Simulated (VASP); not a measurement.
Zr2C, 3 atoms in the cell. It takes space group P6/mmm (No. 191, hexagonal). The conventional cell has a = 4.459 Å, b = 4.459 Å, c = 2.728 Å, α = 90.00°, β = 90.00°, γ = 120.00°. Zr (site symmetry -6m2) has 5 Zr at 2.57 to 2.73 Å and 6 C at 2.91 Å within 3.4 Å. Within 3.6 Å of C (site symmetry 6/mmm) lie 2 C at 2.73 Å and 12 Zr at 2.91 Å. 

| Quantity | Value |
| --- | --- |
| Program | VASP 6.6.1 |
| Task | single point |
| Functional | PBEsol |
| Potentials or basis | VASP PAW PBE potentials, release 64 (Zr_sv, C) |
| Cutoff | 520 eV |
| k mesh | 5 × 5 × 7 |
| Occupations | fermi-dirac, width 0.05 eV |
| Spin | non-collinear spin, zero start, spin-orbit coupling |
| Starting moments | [[0.0, 0.0, 0.0], [0.0, 0.0, 0.0], [0.0, 0.0, 0.0]] μB |
| Dipole correction | no |
| Further INCAR settings | ALGO = Normal; EDIFF = 1e-07; NBANDS = 41 |

Potentials or basis: VASP PAW PBE potentials, release 64 (Zr_sv, C).

Command:

```sh
$ cat potpaw_PBE.64/Zr_sv/POTCAR potpaw_PBE.64/C/POTCAR > POTCAR
$ mpirun -np 1 vasp_ncl > vasp.out
```

Hardware: 1 thread of Intel Xeon 8259CL, with other jobs on the host.

How long does it take, and how much memory?

Wall time 4.6 min on 1 thread of Intel Xeon 8259CL, on a shared host, peak memory 0.29 GiB. Counts: scf iterations 15, k points 20.
